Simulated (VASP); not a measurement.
# K7NaCl8 (P1) in VASP: a series of runs

The runs below take K7NaCl8 through single point, with PBEsol+D3(BJ), PBEsol.

Everything below comes from runs of VASP 6.6.1. Logs are shortened: lines on timing, memory, paths and dates and some standing lists are left out, and cuts for length are marked.

### 1 The cell of the first run

The typed cell holds 16 atoms: a = 12.333 Å, b = 6.166 Å, c = 6.166 Å, α = 90.00°, β = 90.00°, γ = 90.00°.

### 2 Single point, PBEsol+D3(BJ)

File INCAR:

```
SYSTEM = K7NaCl8
PREC     = Accurate       ! precision mode
ENCUT    = 520            ! plane-wave cutoff, eV
EDIFF    = 1E-6           ! SCF threshold, eV
ISMEAR   = -1             ! smearing method
SIGMA    = 0.05           ! smearing width, eV
LREAL    = Auto         
LASPH    = .TRUE.         ! aspherical terms in the spheres
NELM     = 60             ! most SCF steps
ALGO     = Normal         ! electronic algorithm
ISIF     = 2              ! what is computed and relaxed
LWAVE    = .FALSE.        ! write WAVECAR
LCHARG   = .FALSE.        ! write CHGCAR
GGA      = PS             ! functional
IVDW     = 12             ! dispersion correction
NBANDS   = 77             ! bands
```

File KPOINTS:

```
Automatic mesh
0
Gamma
  2 2 2
  0.5 0.5 0.5
```

File POSCAR:

```
K7NaCl8
1.0
   12.3327960000      0.0000000000      0.0000000000
    0.0000000000      6.1663980000      0.0000000000
    0.0000000000      0.0000000000      6.1663980000
Cl K Na
8 7 1
Direct
    0.2519150000      0.9992250000      0.0028830000
    0.7503480000      0.9940200000      0.9980770000
    0.0010190000      0.5035230000      0.0007020000
    0.4993670000      0.5021840000      0.9973670000
    0.0006730000      0.9978560000      0.5019150000
    0.5011680000      0.9979890000      0.4975720000
    0.2505500000      0.4996500000      0.4993520000
    0.7519870000      0.5024190000      0.5014780000
    0.0020440000      0.9980390000      0.9975110000
    0.2507840000      0.4986920000      0.0050270000
    0.7480670000      0.4975140000      0.9962680000
    0.2488140000      0.9976970000      0.4981220000
    0.7486180000      0.0013480000      0.4992250000
    0.0009490000      0.5020580000      0.4982180000
    0.4994900000      0.5074950000      0.4951160000
    0.4978180000      0.9945550000      0.9984960000
```

Potentials or basis: VASP PAW PBE potentials, release 64 (Cl, K_sv, Na_pv).

Launch:

```console
cat potpaw_PBE.64/Cl/POTCAR potpaw_PBE.64/K_sv/POTCAR potpaw_PBE.64/Na_pv/POTCAR > POTCAR
mpirun -np 1 vasp_std > vasp.out
```

OUTCAR:

```text
SYSTEM = K7NaCl8
   PREC = Accurate
   ENCUT = 520
   EDIFF = 1E-6
   ISMEAR = -1
   LREAL = Auto
   LASPH = .TRUE.
   NELM = 60
   ISIF = 2
   GGA = PS
   IVDW = 12
 IVDW          = 12

 ion  position               nearest neighbor table
   1  0.252  0.999  0.003-  12 3.05  10 3.08   9 3.08  10 3.09  12 3.11
   2  0.750  0.994  0.998-  11 3.06  13 3.08  13 3.09   9 3.10  11 3.10
   3  0.001  0.504  0.001-   9 3.05  14 3.07  10 3.08  14 3.10   9 3.12  11 3.12
   4  0.499  0.502  0.997-  10 3.07  11 3.07  15 3.07  15 3.10
   5  0.001  0.998  0.502-   9 3.06  14 3.06  12 3.06  13 3.11  14 3.11   9 3.11
   6  0.501  0.998  0.498-  15 3.02  13 3.05  12 3.11  15 3.14
   7  0.251  0.500  0.499-  10 3.05  15 3.07  12 3.07  14 3.08  12 3.10  10 3.12
   8  0.752  0.502  0.501-  11 3.05  14 3.07  13 3.08  13 3.09  15 3.11  11 3.12
   9  0.002  0.998  0.998-   3 3.05   5 3.06   1 3.08   2 3.10   5 3.11   3 3.12
  10  0.251  0.499  0.005-   7 3.05   4 3.07   1 3.08   3 3.08   1 3.09   7 3.12
  11  0.748  0.498  0.996-   8 3.05   2 3.06   4 3.07   2 3.10   8 3.12   3 3.12
  12  0.249  0.998  0.498-   1 3.05   5 3.06   7 3.07   7 3.10   6 3.11   1 3.11
  13  0.749  0.001  0.499-   6 3.05   2 3.08   8 3.08   8 3.09   2 3.09   5 3.11
  14  0.001  0.502  0.498-   5 3.06   3 3.07   8 3.07   7 3.08   3 3.10   5 3.11
  15  0.499  0.507  0.495-   6 3.02   4 3.07   7 3.07   4 3.10   8 3.11   6 3.14
  16  0.498  0.995  0.998-

  LATTYP: Found a simple tetragonal cell.
 ALAT       =     6.1663980000
 C/A-ratio  =     2.0000000000

  Lattice vectors:

 A1 = (   0.0000000000,   6.1663980000,   0.0000000000)
 A2 = (   0.0000000000,   0.0000000000,   6.1663980000)
 A3 = (  12.3327960000,   0.0000000000,   0.0000000000)

Analysis of symmetry for initial positions (statically):
=====================================================================
 Subroutine PRICEL returns:
 Original cell was already a primitive cell.

 Routine SETGRP: Setting up the symmetry group for a
 simple tetragonal supercell.

 Subroutine GETGRP returns: Found  1 space group operations
 (whereof  1 operations were pure point group operations)
 out of a pool of 16 trial point group operations.

The static configuration has the point symmetry C_1 .

Analysis of symmetry for dynamics (positions and initial velocities):
=====================================================================
 Subroutine PRICEL returns:
 Original cell was already a primitive cell.

 Routine SETGRP: Setting up the symmetry group for a
 simple tetragonal supercell.

 Subroutine GETGRP returns: Found  1 space group operations
 (whereof  1 operations were pure point group operations)
 out of a pool of 16 trial point group operations.

The dynamic configuration has the point symmetry C_1 .

 Subroutine INISYM returns: Found  1 space group operations
 (whereof  1 operations are pure point group operations),
 and found     1 'primitive' translations

----------------------------------------------------------------------------------------

                                     Primitive cell

  volume of cell :     468.9480

  direct lattice vectors                    reciprocal lattice vectors
    12.332796000  0.000000000  0.000000000     0.081084614  0.000000000  0.000000000
     0.000000000  6.166398000  0.000000000     0.000000000  0.162169227  0.000000000
     0.000000000  0.000000000  6.166398000     0.000000000  0.000000000  0.162169227

  length of vectors
    12.332796000  6.166398000  6.166398000     0.081084614  0.162169227  0.162169227

  position of ions in fractional coordinates (direct lattice)
     0.251915000  0.999225000  0.002883000
     0.750348000  0.994020000  0.998077000
     0.001019000  0.503523000  0.000702000
     0.499367000  0.502184000  0.997367000
     0.000673000  0.997856000  0.501915000
     0.501168000  0.997989000  0.497572000
[... 8 lines left out ...]
     0.499490000  0.507495000  0.495116000
     0.497818000  0.994555000  0.998496000

  ion indices of the primitive-cell ions
   primitive index   ion index
                 1           1
                 2           2
                 3           3
                 4           4
                 5           5
                 6           6
[... 8 lines left out ...]
                15          15
                16          16

----------------------------------------------------------------------------------------

 KPOINTS: Automatic mesh

Automatic generation of k-mesh.
 Grid dimensions read from file:
 generate k-points for:    2    2    2

 Generating k-lattice:

  Cartesian coordinates                     Fractional coordinates (reciprocal lattice)
     0.040542307  0.000000000  0.000000000     0.500000000  0.000000000  0.000000000
     0.000000000  0.081084614  0.000000000     0.000000000  0.500000000  0.000000000
     0.000000000  0.000000000  0.081084614     0.000000000  0.000000000  0.500000000

  Length of vectors
     0.040542307  0.081084614  0.081084614

  Shift w.r.t. Gamma in fractional coordinates (k-lattice)
     0.500000000  0.500000000  0.500000000

 Subroutine IBZKPT returns following result:
 ===========================================

 Found      4 irreducible k-points:

 Following reciprocal coordinates:
            Coordinates               Weight
  0.250000  0.250000  0.250000      2.000000
  0.250000 -0.250000  0.250000      2.000000
  0.250000 -0.250000 -0.250000      2.000000
  0.250000  0.250000 -0.250000      2.000000
   k-points           NKPTS =      4   k-points in BZ     NKDIM =      4   number of bands    NBANDS=     77
   number of dos      NEDOS =    301   number of ions     NIONS =     16
   total plane-waves  NPLWV = 221184
   dimension x,y,z NGX =    96 NGY =   48 NGZ =   48
   dimension x,y,z NGXF=   192 NGYF=   96 NGZF=   96
   ions per type =               8   7   1
   NGX,Y,Z   is equivalent  to a cutoff of  12.94, 12.94, 12.94 a.u.
   NGXF,Y,Z  is equivalent  to a cutoff of  25.88, 25.88, 25.88 a.u.
 SYSTEM =  K7NaCl8
   PREC   = accura    normal or accurate (medium, high low for compatibility)
   ISTART =      0    job   : 0-new  1-cont  2-samecut
   ICHARG =      2    charge: 1-file 2-atom 10-const
   ISPIN  =      1    spin polarized calculation?
   LNONCOLLINEAR =      F non collinear calculations
   LSORBIT =      F    spin-orbit coupling
   LASPH  =      T    aspherical Exc in radial PAW
   ENCUT  =  520.0 eV  38.22 Ry    6.18 a.u.  22.93 11.47 11.47*2*pi/ulx,y,z
   NELM   =     60;   NELMIN=  2; NELMDL= -5     # of ELM steps
   EDIFF  = 0.1E-05   stopping-criterion for ELM
   LREAL  =      T    real-space projection
   EDIFFG = 0.1E-04   stopping-criterion for IOM
   NSW    =      0    number of steps for IOM
   IBRION =     -1    ionic relax: 0-MD 1-quasi-New 2-CG
   NFREE  =      0    steps in history (QN), initial steepest desc. (CG)
   ISIF   =      2    stress and relaxation
   ISYM   =      2    0-nonsym 1-usesym 2-fastsym
   POTIM  = 0.5000    time-step for ionic-motion
   TEBEG  =    0.0;   TEEND  =   0.0 temperature during run
   PSTRESS=    0.0 pullay stress
   NELECT =     126.0000    total number of electrons
   NUPDOWN=      -1.0000    fix difference up-down
   EMIN   =  10.00;   EMAX   =-10.00  energy-range for DOS
   EFERMI =   0.00;   METHOD = LEGACY
   ISMEAR =    -1;   SIGMA  =   0.05  broadening in eV -4-tet -1-fermi 0-gaus
   EFERMI_NEDOS =   21; number of points for ismear=-14 and -15
   IALGO  =     38    algorithm
   IMIX   =      4    mixing-type and parameters
     AMIX     =   0.40;   BMIX     =  1.00
     AMIX_MAG =   1.60;   BMIX_MAG =  1.00
  volume/ion in A,a.u.               =      29.31       197.79
  Fermi-wavevector in a.u.,A,eV,Ry     =   1.056388  1.996284 15.183498  1.115956
  Thomas-Fermi vector in A             =   2.191622
   LORBIT       =      0    0 simple, 1 ext, 2 COOP (PROOUT), +10 PAW based schemes
   GGA     = PS    functional components
   LHFCALC =     F    Hartree Fock is set to
   AEXX    =    0.0000 exact exchange contribution
   IVDW    =    12    specifies the selected vdW correction
   LEPSILON=     F    determine dielectric tensor
   LRPA    =     F    only Hartree local field effects (RPA)
 non-spin polarized calculation
  energy-cutoff  :      520.00
  volume of cell :      468.95
 maximum number of plane-waves:     12627
 NGX is ok and might be reduce to    96
   NGX = 45   NGY = 23   NGZ = 23

 number of electron     126.0000003 magnetization

 Free energy of the ion-electron system (eV)
  ---------------------------------------------------
  ext. energy  EPLUGINS =         0.00000000
  ---------------------------------------------------
  free energy    TOTEN  =       -55.94252962 eV

  energy without entropy =      -55.94252962  energy(sigma->0) =      -55.94252962

 E-fermi :  -0.5905     XC(G=0):  -7.8904

 val. band max:       -1.8306095086   @ k =   0.2500  -0.2500  -0.2500
 cond. band min:       4.2181137512   @ k =   0.2500   0.2500   0.2500
 fundamental gap:      6.0487232598
 Fermi energy:        -0.5904649371

 k-point     1 :       0.2500    0.2500    0.2500
  band No.  band energies     occupation
      1     -28.6003      2.00000
      2     -28.5958      2.00000
      3     -28.5817      2.00000
      4     -28.5775      2.00000
      5     -28.5527      2.00000
      6     -28.5492      2.00000
[... 67 lines left out ...]
     74       6.4706      0.00000
     75       6.5015      0.00000

 k-point     2 :       0.2500   -0.2500    0.2500
  band No.  band energies     occupation
      1     -28.6003      2.00000
      2     -28.5958      2.00000
      3     -28.5817      2.00000
      4     -28.5775      2.00000
      5     -28.5527      2.00000
      6     -28.5492      2.00000
[... 67 lines left out ...]
     74       6.4727      0.00000
     75       6.5054      0.00000

 k-point     3 :       0.2500   -0.2500   -0.2500
  band No.  band energies     occupation
      1     -28.6003      2.00000
      2     -28.5958      2.00000
      3     -28.5817      2.00000
      4     -28.5775      2.00000
      5     -28.5527      2.00000
      6     -28.5492      2.00000
[... 67 lines left out ...]
     74       6.4748      0.00000
     75       6.5069      0.00000

 k-point     4 :       0.2500    0.2500   -0.2500
  band No.  band energies     occupation
      1     -28.6003      2.00000
      2     -28.5958      2.00000
      3     -28.5817      2.00000
      4     -28.5775      2.00000
      5     -28.5527      2.00000
      6     -28.5492      2.00000
[... 67 lines left out ...]
     74       6.4703      0.00000
     75       6.5083      0.00000
 [bands above 75 left out]

------------------------ aborting loop because EDIFF is reached ----------------------------------------

 Edisp (eV)   -3.07806

 E8    (eV) :    -2.0766

  FORCE on cell =-STRESS in cart. coord.  units (eV):
  Direction    XX          YY          ZZ          XY          YZ          ZX
  --------------------------------------------------------------------------------------
  -------------------------------------------------------------------------------------
  Total      -2.55267    -2.77533    -2.80422     0.01019    -0.00093     0.00074
  in kB      -8.72129    -9.48201    -9.58073     0.03482    -0.00317     0.00252
  external pressure =       -9.26 kB  Pullay stress =        0.00 kB

 VOLUME and BASIS-vectors are now :
 -----------------------------------------------------------------------------
  energy-cutoff  :      520.00
  volume of cell :      468.95
      direct lattice vectors                 reciprocal lattice vectors
    12.332796000  0.000000000  0.000000000     0.081084614  0.000000000  0.000000000
     0.000000000  6.166398000  0.000000000     0.000000000  0.162169227  0.000000000
     0.000000000  0.000000000  6.166398000     0.000000000  0.000000000  0.162169227

 POSITION                                       TOTAL-FORCE (eV/Angst)
 -----------------------------------------------------------------------------------
      3.10682      6.16162      0.01778         0.254616     -0.006084     -0.052270
      9.25389      6.12952      6.15454        -0.248232      0.057148      0.015680
      0.01257      3.10492      0.00433        -0.012019     -0.068731     -0.022649
      6.15859      3.09667      6.15016        -0.002013      0.004291     -0.014117
      0.00830      6.15318      3.09501        -0.016808      0.051604     -0.047838
      6.18080      6.15400      3.06823        -0.065254      0.094026     -0.002067
[... 8 lines left out ...]
      6.16011      3.12942      3.05308         0.043399     -0.119086      0.037522
      6.13949      6.13282      6.15712         0.017186      0.004067     -0.001922
 -----------------------------------------------------------------------------------
    total drift:                                0.001605      0.005275      0.006668

  FREE ENERGIE OF THE ION-ELECTRON SYSTEM (eV)
  ---------------------------------------------------
  free  energy   TOTEN  =       -59.0205871623 eV

  energy  without entropy=      -59.0205871622  energy(sigma->0) =      -59.02058716
```

Wall time 2.7 min (1 thread of Intel Xeon Platinum 8488C (Sapphire Rapids), shared host); peak memory 0.51 GiB.

What came out:

```
Free energy                : -59.0206 eV
Pressure                   : -0.9 GPa
Largest force              : 0.260 eV/Å
Band gap on the k mesh     : 6.05 eV
Dispersion energy per atom : -0.192 eV
```

Forces on the atoms (eV/Å):
```
Cl   0.255 -0.006 -0.052
Cl  -0.248  0.057  0.016
Cl  -0.012 -0.069 -0.023
Cl  -0.002  0.004 -0.014
Cl  -0.017  0.052 -0.048
Cl  -0.065  0.094 -0.002
Cl  -0.013 -0.017  0.052
Cl  -0.046 -0.028 -0.057
K   -0.052  0.052  0.045
K   -0.003  0.002 -0.079
K    0.048 -0.017  0.054
K    0.067  0.032  0.058
K    0.045  0.003 -0.013
K   -0.017 -0.044  0.028
K    0.043 -0.119  0.038
Na   0.017  0.004 -0.002
```

Stress tensor (GPa, compression positive):
```
-0.87  0.00  0.00
 0.00 -0.95  0.00
 0.00  0.00 -0.96
```

Levels at points of the mesh, in eV from the valence-band top:
| k point | band 60 | band 61 | band 62 | band 63 | band 64 | band 65 | band 66 | band 67 |
| --- | --- | --- | --- | --- | --- | --- | --- | --- |
| (0.25, 0.25, 0.25) | -0.13 | -0.10 | -0.03 | 0.00 | 6.05 | 6.83 | 7.26 | 7.29 |

Caveat: the PAW data sets were made with another functional, which shifts forces and pressure a little; a shifted mesh leaves out Γ, where band edges can lie. A k mesh can miss the band edges.

(Part 1 of 2 ends here.)
